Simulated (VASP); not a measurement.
# MgB2 (P6/mmm) in VASP: notebook

Runs on MgB2. Level: revPBE. Tasks: relaxation of shape and atoms at fixed volume.

Everything below comes from runs of VASP 6.6.1. Logs are shortened: lines on timing, memory, paths and dates and some standing lists are left out, and cuts for length are marked.

**1. The cell of the first run**

Symmetry: P6/mmm, No. 191, hexagonal system. Conventional cell: a = 3.120 Å, b = 3.120 Å, c = 3.550 Å, α = 90.00°, β = 90.00°, γ = 120.00°. Mg (site symmetry 6/mmm) has 12 B at 2.53 Å and 6 Mg at 3.12 Å within 3.3 Å. Within 2.4 Å of B (site symmetry -6m2) lie 3 B at 1.80 Å.

**2. Relaxation of shape and atoms at fixed volume, revPBE (9.98 Å³/atom)**

INCAR reads:

```
SYSTEM = MgB2
  PREC = Accurate
  ENCUT = 600
  EDIFF = 1E-6
  ISMEAR = 0
  SIGMA = 0.05
  LREAL = .FALSE.
  LASPH = .TRUE.
  NELM = 100
  ALGO = Normal
  ISIF = 4
  LWAVE = .FALSE.
  LCHARG = .FALSE.
  GGA = RE
  IBRION = 2
  NSW = 60
  EDIFFG = -0.01
```

KPOINTS reads:

```
Automatic mesh
0
G
  8 8 6
  0 0 0
```

POSCAR reads:

```
MgB2
1.0
    3.1199678587      0.0000000000      0.0000000000
   -1.5599839293      2.7019714246      0.0000000000
    0.0000000000      0.0000000000      3.5500646716
Mg B
1 2
Direct
    0.0000000000      0.0000000000      0.0000000000
    0.3333333333      0.6666666667      0.5000000000
    0.6666666667      0.3333333333      0.5000000000
```

Potentials or basis: VASP PAW PBE potentials, release 64 (Mg, B).

The run is started by

```sh
$ cat potpaw_PBE.64/Mg/POTCAR potpaw_PBE.64/B/POTCAR > POTCAR
$ mpirun -np 1 vasp_std > vasp.out
```

OUTCAR:

```text
SYSTEM = MgB2
   PREC = Accurate
   ENCUT = 600
   EDIFF = 1E-6
   ISMEAR = 0
   LREAL = .FALSE.
   LASPH = .TRUE.
   NELM = 100
   ISIF = 4
   GGA = RE
   IBRION = 2
   NSW = 60
   EDIFFG = -0.01

 ion  position               nearest neighbor table
   1  0.000  0.000  0.000-   2 2.53   3 2.53   2 2.53   3 2.53   2 2.53   2 2.53   3 2.53   3 2.53
                             3 2.53   3 2.53   2 2.53   2 2.53
   2  0.333  0.667  0.500-   3 1.80   3 1.80   3 1.80   1 2.53   1 2.53   1 2.53   1 2.53   1 2.53
                             1 2.53
   3  0.667  0.333  0.500-   2 1.80   2 1.80   2 1.80   1 2.53   1 2.53   1 2.53   1 2.53   1 2.53
                             1 2.53

  LATTYP: Found a hexagonal cell.
 ALAT       =     3.1199678587
 C/A-ratio  =     1.1378529627

  Lattice vectors:

 A1 = (   3.1199678587,   0.0000000000,   0.0000000000)
 A2 = (  -1.5599839293,   2.7019714246,   0.0000000000)
 A3 = (   0.0000000000,   0.0000000000,   3.5500646716)

Analysis of symmetry for initial positions (statically):
=====================================================================
 Subroutine PRICEL returns:
 Original cell was already a primitive cell.

 Routine SETGRP: Setting up the symmetry group for a
 hexagonal supercell.

 Subroutine GETGRP returns: Found 24 space group operations
 (whereof 24 operations were pure point group operations)
 out of a pool of 24 trial point group operations.

The static configuration has the point symmetry D_6h.

Analysis of symmetry for dynamics (positions and initial velocities):
=====================================================================
 Subroutine PRICEL returns:
 Original cell was already a primitive cell.

 Routine SETGRP: Setting up the symmetry group for a
 hexagonal supercell.

 Subroutine GETGRP returns: Found 24 space group operations
 (whereof 24 operations were pure point group operations)
 out of a pool of 24 trial point group operations.

The dynamic configuration has the point symmetry D_6h.

 Subroutine INISYM returns: Found 24 space group operations
 (whereof 24 operations are pure point group operations),
 and found     1 'primitive' translations

----------------------------------------------------------------------------------------

                                     Primitive cell

[... 106 lines left out ...]
   EFERMI =   0.00;   METHOD = LEGACY
   ISMEAR =     0;   SIGMA  =   0.05  broadening in eV -4-tet -1-fermi 0-gaus
   EFERMI_NEDOS =   21; number of points for ismear=-14 and -15
   IALGO  =     38    algorithm
   IMIX   =      4    mixing-type and parameters
     AMIX     =   0.40;   BMIX     =  1.00
     AMIX_MAG =   1.60;   BMIX_MAG =  1.00
  volume/ion in A,a.u.               =       9.98        67.32
  Fermi-wavevector in a.u.,A,eV,Ry     =   1.054587  1.992881 15.131773  1.112154
  Thomas-Fermi vector in A             =   2.189753
   LORBIT       =      0    0 simple, 1 ext, 2 COOP (PROOUT), +10 PAW based schemes
   GGA     = RE    functional components
   LHFCALC =     F    Hartree Fock is set to
   AEXX    =    0.0000 exact exchange contribution
   IVDW    =     0    specifies the selected vdW correction
   LEPSILON=     F    determine dielectric tensor
   LRPA    =     F    only Hartree local field effects (RPA)
 conjugate gradient relaxation of ions
 non-spin polarized calculation
 Gauss-broadening in eV      SIGMA  =   0.05
  energy-cutoff  :      600.00
  volume of cell :       29.93
 maximum number of plane-waves:      1016
 NGX is ok and might be reduce to    28
   NGX = 13   NGY = 13   NGZ = 15

--------------------------------------- Ionic step        1  -------------------------------------------

 number of electron       8.0000000 magnetization

 Free energy of the ion-electron system (eV)
  ---------------------------------------------------
  ext. energy  EPLUGINS =         0.00000000
  ---------------------------------------------------
  free energy    TOTEN  =       -14.66710070 eV

  energy without entropy =      -14.66468250  energy(sigma->0) =      -14.66589160

------------------------ aborting loop because EDIFF is reached ----------------------------------------

  FORCE on cell =-STRESS in cart. coord.  units (eV):
  Direction    XX          YY          ZZ          XY          YZ          ZX
  --------------------------------------------------------------------------------------
  -------------------------------------------------------------------------------------
  Total       -0.6456979     -0.6456979     -0.4543261     -0.0000000     -0.0000000     -0.0000000
  in kB      -34.5678870    -34.5678870    -24.3226609     -0.0000000     -0.0000000     -0.0000000
  external PRESSURE =     -31.1528117 kB  Pullay stress =       0.0000000 kB
[... 61 lines left out ...]
--------------------------------------- Ionic step        3  -------------------------------------------

 number of electron       8.0000000 magnetization

 Free energy of the ion-electron system (eV)
  ---------------------------------------------------
  ext. energy  EPLUGINS =         0.00000000
  ---------------------------------------------------
  free energy    TOTEN  =       -14.66738988 eV

  energy without entropy =      -14.66475525  energy(sigma->0) =      -14.66607257

 E-fermi :   5.1660     XC(G=0): -10.7276

 val. band max:        5.0835958492   @ k =   0.2500   0.2500   0.5000
 cond. band min:       5.1767709258   @ k =   0.1250   0.0000   0.3333
 fundamental gap:      0.0931750766
 Fermi energy:         5.1660275885

 k-point     1 :       0.0000    0.0000    0.0000
  band No.  band energies     occupation
      1      -7.1318      2.00000
      2       2.2553      2.00000
      3       5.4913      0.00000
      4       5.4913      0.00000
      5       6.7201      0.00000
      6      11.3272      0.00000
      7      11.3272      0.00000
      8      12.8635      0.00000
[... 243 lines left out ...]
 k-point    24 :       0.3750    0.0000    0.3333
  band No.  band energies     occupation
      1      -4.0873      2.00000
      2      -0.1773      2.00000
      3       1.2822      2.00000
      4       3.4746      2.00000
      5       6.2457      0.00000
      6      10.3771      0.00000
      7      14.1769      0.00000
      8      14.7369      0.00000

 [... further k-points ...]

------------------------ aborting loop because EDIFF is reached ----------------------------------------

  FORCE on cell =-STRESS in cart. coord.  units (eV):
  Direction    XX          YY          ZZ          XY          YZ          ZX
  --------------------------------------------------------------------------------------
  -------------------------------------------------------------------------------------
  Total       -0.5532324     -0.5532324     -0.5451371     -0.0000000     -0.0000000      0.0000000
  in kB      -29.6176825    -29.6176825    -29.1842955     -0.0000000     -0.0000000      0.0000000
  external PRESSURE =     -29.4732202 kB  Pullay stress =       0.0000000 kB
[... 18 lines left out ...]
  FREE ENERGIE OF THE ION-ELECTRON SYSTEM (eV)
  ---------------------------------------------------
  free  energy   TOTEN  =       -14.6673898801 eV

  energy  without entropy=      -14.6647552510  energy(sigma->0) =      -14.66607257

 reached required accuracy - stopping structural energy minimisation
```

CONTCAR:

```text
MgB2
   1.00000000000000
     3.1152461380508241   -0.0000000000008858   -0.0000000000000000
    -1.5576230689762549    2.6978822945694922   -0.0000000000000000
     0.0000000000000000   -0.0000000000000000    3.5608343611591549
  Mg              B
     1     2
Direct
     0.0000000000000000    0.0000000000000000    0.0000000000000000
     0.3333333332999970    0.6666666667000030    0.5000000000000000
     0.6666666667000030    0.3333333332999970    0.5000000000000000

  0.00000000E+00  0.00000000E+00  0.00000000E+00
  0.00000000E+00  0.00000000E+00  0.00000000E+00
  0.00000000E+00  0.00000000E+00  0.00000000E+00
```

It took 9.7 s on 1 thread of Intel Xeon 6975P-C (Granite Rapids), shared host; peak memory 0.15 GiB.

Results:

```yaml
Free_energy: -14.6674 eV
Energy_gained_by_relaxing: 0.1 meV/atom
Ionic_steps: 3
Pressure_after_relaxing: -2.9 GPa
Band_gap_on_the_k_mesh: zero (bands 4 and 5 overlap by 2.49 eV)
```

The path:
```tsv
step	energy change (eV)	largest force (eV/Å)	pressure (GPa)	volume (Å³)
1	0.0000	0.0000	-3.12	29.93
2	-0.0003	0.0000	-2.99	29.93
3	-0.0003	0.0000	-2.95	29.93
```

Final structure:
```
Mg B
1.0
     3.11525    0.00000    0.00000
    -1.55762    2.69788    0.00000
     0.00000    0.00000    3.56083
Mg B
1 2
Direct
  0.00000 0.00000 0.00000
  0.33333 0.66667 0.50000
  0.66667 0.33333 0.50000
```

Levels at points of the mesh, in eV from the Fermi level:
| k point | band 2 | band 3 | band 4 | band 5 | band 6 | band 7 |
| --- | --- | --- | --- | --- | --- | --- |
| (0.00, 0.00, 0.00) | -2.91 | 0.33 | 0.33 | 1.55 | 6.16 | 6.16 |
| (0.50, 0.00, 0.00) | -7.74 | -2.16 | 0.19 | 2.99 | 3.75 | 5.15 |
| (0.00, 0.00, 0.50) | -7.30 | 0.69 | 0.69 | 6.50 | 6.50 | 7.77 |
| (0.50, 0.00, 0.50) | -6.87 | -3.51 | -1.87 | -1.28 | 5.45 | 8.56 |

Caveat: the PAW data sets were made with another functional, which shifts forces and pressure a little.

[end of part 1 of 2]
